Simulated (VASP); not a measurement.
# AlC6 (P6/mmm) in VASP: notebook, part 2 of 2

VASP 6.6.1. The steps go on from the part before.

## (3) Relaxation of cell and atoms, PBE+D3(BJ)

This run uses another cell than the first one, of 12.83 Å³/atom, 0.974 times its volume.

Input file INCAR:

```
SYSTEM = AlC6
PREC = Accurate
ENCUT = 600
EDIFF = 1E-6
ISMEAR = 0
SIGMA = 0.1
LREAL = .False.
LASPH = .True.
NELM = 100
ALGO = Normal
ISIF = 3
LWAVE = .False.
LCHARG = .False.
GGA = PE
IVDW = 12
IBRION = 2
NSW = 100
EDIFFG = -0.01
```

Input file KPOINTS:

```
Automatic mesh
0
Gamma
  12 12 8
  0 0 0
```

Input file POSCAR:

```
AlC6
1.0
    4.2768865467      0.0000000000      0.0000000000
   -2.1384432733      3.7038923985      0.0000000000
    0.0000000000      0.0000000000      5.6707889997
Al C
1 6
Direct
    0.0000000000      0.0000000000      0.5000000000
    0.6663639680      0.0000000000      0.0000000000
    0.3336360320      0.3336360320      0.0000000000
    0.0000000000      0.6663639680      0.0000000000
    0.3336360320      0.0000000000      0.0000000000
    0.0000000000      0.3336360320      0.0000000000
    0.6663639680      0.6663639680      0.0000000000
```

Potentials or basis: VASP PAW PBE potentials, release 64 (Al, C).

Launch:

```console
> cat potpaw_PBE.64/Al/POTCAR potpaw_PBE.64/C/POTCAR > POTCAR
> mpirun -np 1 vasp_std > vasp.out
```

OUTCAR:

```text
SYSTEM = AlC6
   PREC = Accurate
   ENCUT = 600
   EDIFF = 1E-6
   ISMEAR = 0
   LREAL = .False.
   LASPH = .True.
   NELM = 100
   ISIF = 3
   GGA = PE
   IVDW = 12
   IBRION = 2
   NSW = 100
   EDIFFG = -0.01
 IVDW          = 12

 ion  position               nearest neighbor table
   1  0.000  0.000  0.500-
   2  0.666  0.000  0.000-   5 1.42   7 1.43   6 1.43
   3  0.334  0.334  0.000-   7 1.42   5 1.43   6 1.43
   4  0.000  0.666  0.000-   6 1.42   5 1.43   7 1.43
   5  0.334  0.000  0.000-   2 1.42   3 1.43   4 1.43
   6  0.000  0.334  0.000-   4 1.42   2 1.43   3 1.43
   7  0.666  0.666  0.000-   3 1.42   2 1.43   4 1.43

  LATTYP: Found a hexagonal cell.
 ALAT       =     4.2768865467
 C/A-ratio  =     1.3259152278

  Lattice vectors:

 A1 = (   4.2768865467,   0.0000000000,   0.0000000000)
 A2 = (  -2.1384432733,   3.7038923985,   0.0000000000)
 A3 = (   0.0000000000,   0.0000000000,   5.6707889997)

Analysis of symmetry for initial positions (statically):
=====================================================================
 Subroutine PRICEL returns:
 Original cell was already a primitive cell.

 Routine SETGRP: Setting up the symmetry group for a
 hexagonal supercell.

 Subroutine GETGRP returns: Found 24 space group operations
 (whereof 24 operations were pure point group operations)
 out of a pool of 24 trial point group operations.

The static configuration has the point symmetry D_6h.

Analysis of symmetry for dynamics (positions and initial velocities):
=====================================================================
 Subroutine PRICEL returns:
 Original cell was already a primitive cell.

 Routine SETGRP: Setting up the symmetry group for a
 hexagonal supercell.

 Subroutine GETGRP returns: Found 24 space group operations
 (whereof 24 operations were pure point group operations)
 out of a pool of 24 trial point group operations.

The dynamic configuration has the point symmetry D_6h.

[... 124 lines left out ...]
   EFERMI_NEDOS =   21; number of points for ismear=-14 and -15
   IALGO  =     38    algorithm
   IMIX   =      4    mixing-type and parameters
     AMIX     =   0.40;   BMIX     =  1.00
     AMIX_MAG =   1.60;   BMIX_MAG =  1.00
  volume/ion in A,a.u.               =      12.83        86.60
  Fermi-wavevector in a.u.,A,eV,Ry     =   1.096612  2.072296 16.361786  1.202557
  Thomas-Fermi vector in A             =   2.232957
   LORBIT       =      0    0 simple, 1 ext, 2 COOP (PROOUT), +10 PAW based schemes
   GGA     = PE    functional components
   LHFCALC =     F    Hartree Fock is set to
   AEXX    =    0.0000 exact exchange contribution
   IVDW    =    12    specifies the selected vdW correction
   LEPSILON=     F    determine dielectric tensor
   LRPA    =     F    only Hartree local field effects (RPA)
 conjugate gradient relaxation of ions
 non-spin polarized calculation
 Gauss-broadening in eV      SIGMA  =   0.10
  energy-cutoff  :      600.00
  volume of cell :       89.83
 maximum number of plane-waves:      3035
 NGX is ok and might be reduce to    36
   NGX = 17   NGY = 17   NGZ = 23

--------------------------------------- Ionic step        1  -------------------------------------------

 number of electron      26.9999998 magnetization

 Free energy of the ion-electron system (eV)
  ---------------------------------------------------
  ext. energy  EPLUGINS =         0.00000000
  ---------------------------------------------------
  free energy    TOTEN  =       -56.73485844 eV

  energy without entropy =      -56.72003814  energy(sigma->0) =      -56.72744829

------------------------ aborting loop because EDIFF is reached ----------------------------------------

 Edisp (eV)   -1.36976

 E8    (eV) :    -0.4781
[... 120 lines left out ...]
  FREE ENERGIE OF THE ION-ELECTRON SYSTEM (eV)
  ---------------------------------------------------
  free  energy   TOTEN  =       -58.1049593229 eV

  energy  without entropy=      -58.0901925770  energy(sigma->0) =      -58.09757595

[... ionic steps 4 to 8 ...]

--------------------------------------- Ionic step        9  -------------------------------------------

 number of electron      26.9999996 magnetization

------------------------ aborting loop because EDIFF is reached ----------------------------------------
[... 85 lines left out ...]
--------------------------------------- Ionic step       11  -------------------------------------------

 number of electron      26.9999996 magnetization

 Free energy of the ion-electron system (eV)
  ---------------------------------------------------
  ext. energy  EPLUGINS =         0.00000000
  ---------------------------------------------------
  free energy    TOTEN  =       -56.74552163 eV

  energy without entropy =      -56.73260910  energy(sigma->0) =      -56.73906537

 E-fermi :   4.2363     XC(G=0):  -9.0185

 val. band max:        4.2311408086   @ k =   0.4167   0.1667   0.3750
 cond. band min:       4.2393716086   @ k =   0.3333   0.0833   0.2500
 fundamental gap:      0.0082308000
 Fermi energy:         4.2362730880

 k-point     1 :       0.0000    0.0000    0.0000
  band No.  band energies     occupation
      1     -16.2988      2.00000
      2      -9.3807      2.00000
      3      -9.3807      2.00000
      4      -9.3274      2.00000
      5      -9.3274      2.00000
      6      -7.3595      2.00000
[... 457 lines left out ...]
      4      -9.8171      2.00000
      5      -6.4266      2.00000
      6      -4.8990      2.00000
[... 9 lines left out ...]
     16       6.7231      0.00000
     17       7.0831      0.00000

 [... further k-points ...]

------------------------ aborting loop because EDIFF is reached ----------------------------------------

 Edisp (eV)   -1.36259

 E8    (eV) :    -0.4758
[... 30 lines left out ...]
  FREE ENERGIE OF THE ION-ELECTRON SYSTEM (eV)
  ---------------------------------------------------
  free  energy   TOTEN  =       -58.1081158244 eV

  energy  without entropy=      -58.0952032992  energy(sigma->0) =      -58.10165956

 reached required accuracy - stopping structural energy minimisation
```

OSZICAR:

```text
N       E                     dE             d eps       ncg     rms          rms(c)
DAV:   1     0.136069723051E+03    0.13607E+03   -0.13649E+04  3230   0.152E+03
DAV:   2    -0.499965432489E+02   -0.18607E+03   -0.18320E+03  4523   0.271E+02
DAV:   3    -0.621103457791E+02   -0.12114E+02   -0.11991E+02  3780   0.798E+01
DAV:   4    -0.623187438446E+02   -0.20840E+00   -0.20800E+00  4490   0.110E+01
[... 83 lines left out ...]
DAV:   1    -0.567469456954E+02   -0.26367E-02   -0.37587E-02  3284   0.140E+00    0.151E-01
DAV:   2    -0.567456939006E+02    0.12518E-02   -0.27002E-03  3650   0.296E-01    0.659E-02
DAV:   3    -0.567455748186E+02    0.11908E-03   -0.19852E-04  3527   0.872E-02    0.340E-02
DAV:   4    -0.567455223496E+02    0.52469E-04   -0.89835E-05  3464   0.586E-02    0.640E-03
DAV:   5    -0.567455216296E+02    0.72005E-06   -0.47959E-06  3355   0.135E-02
  11 F= -.58108116E+02 E0= -.58101660E+02  d E =-.581904E-03
```

It took 11 min on 1 thread of AMD EPYC 9R45 (Zen 5), shared host; peak memory 0.31 GiB.

Results:

```
Free energy                            : -58.1081 eV
Relaxed volume                         : 13.11 Å³/atom
Relaxed cell                           : a = 4.272 Å, b = 4.272 Å, c = 5.808 Å, α = 90.00°, β = 90.00°, γ = 120.00°
Space group after relaxing (to 0.05 Å) : P6/mmm (No. 191)
Energy gained by relaxing              : 0.5 meV/atom
Ionic steps                            : 11
Pressure after relaxing                : -0.1 GPa
Largest force after relaxing           : 0.009 eV/Å
Dispersion energy per atom             : -0.195 eV
```

Forces on the atoms (eV/Å):
```
Al   0.000  0.000  0.000
C   -0.009  0.000  0.000
C    0.005  0.008  0.000
C    0.005 -0.008  0.000
C    0.009  0.000  0.000
C   -0.005  0.008  0.000
C   -0.005 -0.008  0.000
```

Step by step:
```csv
step,energy change (eV),largest force (eV/Å),pressure (GPa),volume (Å³)
1,0.0000,0.0288,0.09,89.83
2,-0.0003,0.0909,0.26,89.93
3,-0.0003,0.0632,0.23,89.91
4,-0.0006,0.0576,0.24,89.98
5,-0.0014,0.0408,0.30,90.19
6,-0.0024,0.0068,0.41,90.61
7,-0.0027,0.0608,0.64,91.44
8,-0.0029,0.0376,0.54,91.15
9,-0.0033,0.0187,0.30,91.41
10,-0.0035,0.0093,0.18,91.54
11,-0.0035,0.0095,-0.07,91.80
```

Final structure:
```
Al C
1.0
     4.27217    0.00000    0.00000
    -2.13609    3.69981    0.00000
     0.00000    0.00000    5.80783
Al C
1 6
Direct
  0.00000 0.00000 0.50000
  0.66654 0.00000 0.00000
  0.33346 0.33346 0.00000
  0.00000 0.66654 0.00000
  0.33346 0.00000 0.00000
  0.00000 0.33346 0.00000
  0.66654 0.66654 0.00000
```

Levels at points of the mesh, in eV from the Fermi level:
| k point | band 11 | band 12 | band 13 | band 14 | band 15 | band 16 |
| --- | --- | --- | --- | --- | --- | --- |
| (0.00, 0.00, 0.00) | -4.01 | -1.26 | -1.26 | -1.07 | -1.07 | 2.28 |
| (0.50, 0.00, 0.00) | -6.49 | -3.88 | -3.54 | -0.91 | 0.23 | 2.24 |
| (0.00, 0.00, 0.50) | -4.01 | -1.39 | -1.39 | -1.11 | -1.11 | 0.36 |
| (0.50, 0.00, 0.50) | -6.62 | -3.63 | -2.80 | -0.05 | 0.38 | 1.52 |

Caveat: pairwise dispersion overbinds metals, which lowers pressure and volume.

## (4) Single point, PBE+D3(BJ)

This run uses another cell than the first one, of 6.75 Å³/atom, 0.512 times its volume.

Input file INCAR:

```
SYSTEM = AlC6
PREC = Accurate ; ENCUT = 520
EDIFF = 1E-7 ; ISMEAR = 0
SIGMA = 0.1 ; LREAL = .FALSE.
LASPH = .TRUE. ; NELM = 100
ALGO = Normal ; ISIF = 2
LWAVE = .FALSE. ; LCHARG = .FALSE.
GGA = PE ; IVDW = 12
NBANDS = 22
```

Input file KPOINTS:

```
Automatic mesh
0
G
  6 6 6
  0 0 0
```

Input file POSCAR:

```
AlC6
1.0
    4.2539479900      0.0000000000      0.0000000000
   -2.1269739900      3.6840270200      0.0000000000
    0.0000000000      0.0000000000      3.0161068800
Al C
1 6
Direct
    0.0000000000      0.0000000000      0.5000000000
    0.6666666700      0.0000000000      0.0000000000
    0.3333333300      0.3333333300      0.0000000000
    0.0000000000      0.6666666700      0.0000000000
    0.3333333300      0.0000000000      0.0000000000
    0.0000000000      0.3333333300      0.0000000000
    0.6666666700      0.6666666700      0.0000000000
```

Launch:

```console
> cat potpaw_PBE.64/Al/POTCAR potpaw_PBE.64/C/POTCAR > POTCAR
> mpirun -np 1 vasp_std > vasp.out
```

Run time: 22 s. Hardware: 1 thread of AMD EPYC 9R45 (Zen 5), shared host; peak memory 0.15 GiB.

It converged, with:

| Item | Value |
| --- | --- |
| Free energy | -54.6750 eV |
| Pressure | 47.4 GPa |
| Largest force | 2.028 eV/Å |
| Dispersion energy per atom | -0.221 eV |

Forces in eV/Å, atoms in the order of the input:
```
Al   0.000  0.000  0.000
C   -2.028  0.000  0.000
C    1.014  1.756  0.000
C    1.014 -1.756  0.000
C    2.028  0.000  0.000
C   -1.014  1.756  0.000
C   -1.014 -1.756  0.000
```

Stress tensor (GPa, compression positive):
```
50.76  0.00  0.00
 0.00 50.76  0.00
 0.00  0.00 40.63
```

Levels at points of the mesh, in eV from the Fermi level:
```tsv
k point	band 10	band 11	band 12	band 13	band 14	band 15	band 16	band 17	band 18	band 19
(0.00, 0.00, 0.00)	-5.99	-3.33	-3.33	-1.64	-1.64	-0.66	4.55	4.55	5.84	5.84
(0.50, 0.00, 0.00)	-8.17	-7.31	-4.97	-0.34	0.79	2.28	2.89	3.92	4.16	5.01
(0.00, 0.00, 0.50)	-6.59	-5.82	-5.82	-4.69	-4.69	2.38	4.96	4.96	5.44	7.82
(0.50, 0.00, 0.50)	-9.22	-9.00	-8.21	-4.05	0.90	1.84	4.09	6.13	7.43	7.82
```

Caveat: pairwise dispersion overbinds metals, which lowers pressure and volume; forces of over 1 eV/Å act on the atoms, so gaps and moduli don't describe the material at rest.

## (5) Single point, PBE+D3(BJ)

This run uses another cell than the first one, of 12.83 Å³/atom, 0.974 times its volume.

Input file INCAR:

```
ALGO = Normal ; EDIFF = 1E-6
ENCUT = 520 ; GGA = PE
ISIF = 2 ; ISMEAR = 0
IVDW = 12 ; LASPH = T
LCHARG = F ; LREAL = F
LWAVE = F ; NBANDS = 22
NELM = 100 ; PREC = Accurate
SIGMA = 0.1
```

Input file KPOINTS:

```
k-points
0
Gamma
  6 6 6
```

Input file POSCAR:

```
AlC6
1.0
    4.2768865467     -0.0000000029      0.0000000000
   -2.1384432708      3.7038924000      0.0000000000
    0.0000000000      0.0000000000      5.6707889997
Al C
1 6
Direct
    0.0000000000      0.0000000000      0.5000000000
    0.6663639680      0.0000000000      0.0000000000
    0.3336360320      0.3336360320      0.0000000000
    0.0000000000      0.6663639680      0.0000000000
    0.3336360320      0.0000000000      0.0000000000
    0.0000000000      0.3336360320      0.0000000000
    0.6663639680      0.6663639680      0.0000000000
```

Potentials or basis: VASP PAW PBE potentials, release 64 (Al, C).

Launch:

```console
> cat potpaw_PBE.64/Al/POTCAR potpaw_PBE.64/C/POTCAR > POTCAR
> mpirun -np 1 vasp_std > vasp.out
```

OUTCAR:

```text
EDIFF = 1E-6
   ENCUT = 520
   GGA = PE
   ISIF = 2
   ISMEAR = 0
   IVDW = 12
   LASPH = T
   LREAL = F
   NELM = 100
   PREC = Accurate
 IVDW          = 12

 ion  position               nearest neighbor table
   1  0.000  0.000  0.500-
   2  0.666  0.000  0.000-   5 1.42   7 1.43   6 1.43
   3  0.334  0.334  0.000-   7 1.42   5 1.43   6 1.43
   4  0.000  0.666  0.000-   6 1.42   7 1.43   5 1.43
   5  0.334  0.000  0.000-   2 1.42   3 1.43   4 1.43
[... 816 lines left out ...]
  -------------------------------------------------------------------------------------
  Total       0.29100     0.29100     0.00635     0.00000     0.00000     0.00000
  in kB       5.19002     5.19002     0.11322     0.00000     0.00000     0.00000
  external pressure =        3.50 kB  Pullay stress =        0.00 kB

 VOLUME and BASIS-vectors are now :
 -----------------------------------------------------------------------------
  energy-cutoff  :      520.00
  volume of cell :       89.83
      direct lattice vectors                 reciprocal lattice vectors
     4.276886547 -0.000000003  0.000000000     0.233814947  0.134993122  0.000000000
    -2.138443271  3.703892400  0.000000000     0.000000000  0.269986245  0.000000000
     0.000000000  0.000000000  5.670789000     0.000000000  0.000000000  0.176342304

 POSITION                                       TOTAL-FORCE (eV/Angst)
 -----------------------------------------------------------------------------------
      0.00000      0.00000      2.83539        -0.000000      0.000000     -0.000000
      2.84996     -0.00000      0.00000         0.019851     -0.000000      0.000000
      0.71346      1.23575      0.00000        -0.009926     -0.017192     -0.000000
     -1.42498      2.46814      0.00000        -0.009926      0.017192     -0.000000
      1.42692     -0.00000      0.00000        -0.019851      0.000000      0.000000
     -0.71346      1.23575      0.00000         0.009926     -0.017192     -0.000000
      1.42498      2.46814      0.00000         0.009926      0.017192     -0.000000
 -----------------------------------------------------------------------------------
    total drift:                                0.000000      0.000000      0.000000

  FREE ENERGIE OF THE ION-ELECTRON SYSTEM (eV)
  ---------------------------------------------------
  free  energy   TOTEN  =       -58.1058598896 eV

  energy  without entropy=      -58.0927528577  energy(sigma->0) =      -58.09930637
```

Wall time 40 s (1 thread of AMD EPYC 9R45 (Zen 5), shared host); peak memory 0.19 GiB.

What came out:

```
Free energy                : -58.1059 eV
Pressure                   : 0.3 GPa
Largest force              : 0.020 eV/Å
Dispersion energy per atom : -0.196 eV
```

Forces in eV/Å, atoms in the order of the input:
```
Al   0.000  0.000  0.000
C    0.020  0.000  0.000
C   -0.010 -0.017  0.000
C   -0.010  0.017  0.000
C   -0.020  0.000  0.000
C    0.010 -0.017  0.000
C    0.010  0.017  0.000
```

Stress tensor (GPa, compression positive):
```
0.52 0.00 0.00
0.00 0.52 0.00
0.00 0.00 0.01
```

Levels at points of the mesh, in eV from the Fermi level:
```
           k point  band 10  band 11  band 12  band 13  band 14  band 15  band 16  band 17
(0.00, 0.00, 0.00)    -3.92    -3.92    -1.21    -1.21    -1.01    -1.01     2.56     3.27
(0.50, 0.00, 0.00)    -6.72    -6.42    -3.87    -3.48    -0.90     0.26     2.21     3.95
(0.00, 0.00, 0.50)    -3.92    -3.92    -1.39    -1.39    -1.07    -1.07     0.53     4.05
(0.50, 0.00, 0.50)    -7.17    -6.59    -3.61    -2.65     0.08     0.41     1.65     2.90
```

Caveat: pairwise dispersion overbinds metals, which lowers pressure and volume.

## (6) Summary

```csv
task,cell,k mesh,cutoff (eV),gap on the mesh (eV),pressure (GPa),largest force (eV/Å)
single point,"a = 4.270, b = 4.270, c = 5.842 Å, angles 90.0, 90.0, 120.0°, 7 atoms",12 × 12 × 8,520,none,0.3,-
relaxation of cell and atoms,"relaxed from a = 4.277, b = 4.277, c = 5.671 Å, angles 90.0, 90.0, 120.0°, 7 atoms",12 × 12 × 8,600,none,-0.1,0.01
single point,"a = 4.254, b = 4.254, c = 3.016 Å, angles 90.0, 90.0, 120.0°, 7 atoms",6 × 6 × 6,520,none,47.4,2.03
single point,"a = 4.277, b = 4.277, c = 5.671 Å, angles 90.0, 90.0, 120.0°, 7 atoms",6 × 6 × 6,520,none,0.3,0.02
```

Alike in all rows: level PBE+D3(BJ); potentials or basis VASP PAW PBE potentials, release 64 (Al, C); no spin polarisation; smearing gaussian 0.1 eV.

Caveats: pairwise dispersion overbinds metals, which lowers pressure and volume; forces of over 1 eV/Å act on the atoms, so gaps and moduli don't describe the material at rest (some runs).

Absolute energies hang on the potentials; compare differences alone.
